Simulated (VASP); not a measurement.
Set up this calculation in VASP 6.6.1, as the native input.

- Task: single point
- Functional: HSE06
- Potentials or basis: VASP PAW PBE potentials, release 64 (Te, Sn_d)
- Cutoff: 520 eV
- k mesh: 4 × 4 × 4
- Occupations: fermi-dirac, width 0.05 eV
- Spin: no spin polarisation
- Dipole correction: no
- Grid for exact exchange (PRECFOCK): Normal
- Further INCAR settings: ALGO = Normal; EDIFF = 1e-06; NBANDS = 17
- Share of exact exchange: 0.25
- Screening parameter: 0.2079 1/Å

SnTe:

```
Te Sn
1.0
     0.00000    3.61115    3.61115
     3.61115    0.00000    3.61115
     3.61115    3.61115    0.00000
Te Sn
1 1
Direct
  0.25000 0.25000 0.25000
  0.00000 0.00000 0.00000
```

The input as run:

POSCAR

```
SnTe
1.0
    0.0000000000      3.6111460000      3.6111460000
    3.6111460000      0.0000000000      3.6111460000
    3.6111460000      3.6111460000      0.0000000000
Te Sn
1 1
Direct
    0.2500000000      0.2500000000      0.2500000000
    0.0000000000      0.0000000000      0.0000000000
```

INCAR.step1

```
SYSTEM = SnTe
PREC = Accurate
ENCUT = 520
EDIFF = 1E-5
ISMEAR = -1
SIGMA = 0.05
LREAL = .FALSE.
LASPH = .TRUE.
NELM = 100
ALGO = Normal
ISIF = 2
LWAVE = .TRUE.
LCHARG = .FALSE.
GGA = PE
NBANDS = 17
```

INCAR.step2

```
SYSTEM = SnTe
PREC = Accurate
ENCUT = 520
EDIFF = 1E-6
ISMEAR = -1
SIGMA = 0.05
LREAL = .FALSE.
LASPH = .TRUE.
NELM = 100
ALGO = Normal
ISIF = 2
LWAVE = .FALSE.
LCHARG = .FALSE.
GGA = PE
LHFCALC = .TRUE.
HFSCREEN = 0.2079
PRECFOCK = Normal
ISTART = 1
NBANDS = 17
```

KPOINTS

```
regular mesh
0
G
  4 4 4
  0 0 0
```

Potentials or basis: VASP PAW PBE potentials, release 64 (Te, Sn_d).

Launch:

```console
$ cat potpaw_PBE.64/Te/POTCAR potpaw_PBE.64/Sn_d/POTCAR > POTCAR
$ cp INCAR.step1 INCAR
$ mpirun -np 1 vasp_std > vasp.out
$ cp INCAR.step2 INCAR
$ mpirun -np 1 vasp_std > vasp.out
```

Results of the run:

```json
{
 "Pressure": "-0.7 GPa",
 "Band gap on the k mesh": "0.37 eV (least direct gap 1.14 eV)"
}
```

Caveat: the PAW data sets were made with another functional, which shifts forces and pressure a little; spin-orbit coupling is left out, which moves the levels of the heavy elements.

It took 13 min on 1 thread of Intel(R) Xeon(R) 6975P-C (Granite Rapids) (shared host), peak memory 0.35 GiB.
